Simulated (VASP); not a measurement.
## InSb: single point with r2SCAN

Crystal: InSb.

```xyz
4
Lattice="5.0296 0.0000 0.0000 -2.5148 4.3557 0.0000 0.0000 0.0000 6.2058" Properties=species:S:1:pos:R:3 pbc="T T T"
In    0.0000    2.9038    1.5514
In    2.5148    1.4519    4.6543
Sb    2.5148    1.4519    1.5514
Sb    0.0000    2.9038    4.6543
```

| Quantity | Value |
| --- | --- |
| Program | VASP 6.6.1 |
| Task | single point |
| Functional | r2SCAN |
| Potentials or basis | VASP PAW PBE potentials, release 64 (In_d, Sb) |
| Cutoff | 520 eV |
| k mesh | 6 × 6 × 4 |
| Occupations | fermi-dirac, width 0.02 eV |
| Spin | no spin polarisation |
| Dipole correction | no |
| Further INCAR settings | ALGO = Normal; EDIFF = 1e-06; NBANDS = 26 |

```yaml
Pressure: 0.2 GPa
Band_gap_on_the_k_mesh: zero (bands 18 and 19 overlap by 1.10 eV)
```

Levels at points of the mesh, in eV from the Fermi level:
```
           k point  band 16  band 17  band 18  band 19  band 20  band 21
(0.00, 0.00, 0.00)    -2.16    -0.29    -0.29    -0.16     0.01     2.37
(0.50, 0.00, 0.00)    -3.13    -1.92    -1.00    -0.58     2.25     4.88
(0.00, 0.00, 0.50)    -1.32    -1.32    -1.32     0.38     0.38     2.99
(0.50, 0.00, 0.50)    -2.25    -0.39    -0.39     1.52     1.52     2.99
```

It took 7.6 min on 1 thread of Intel Xeon 8259CL, on a shared host, peak memory 0.33 GiB.

Caveat: the PAW data sets were made with another functional, which shifts forces and pressure a little; spin-orbit coupling is left out, which moves the levels of the heavy elements.
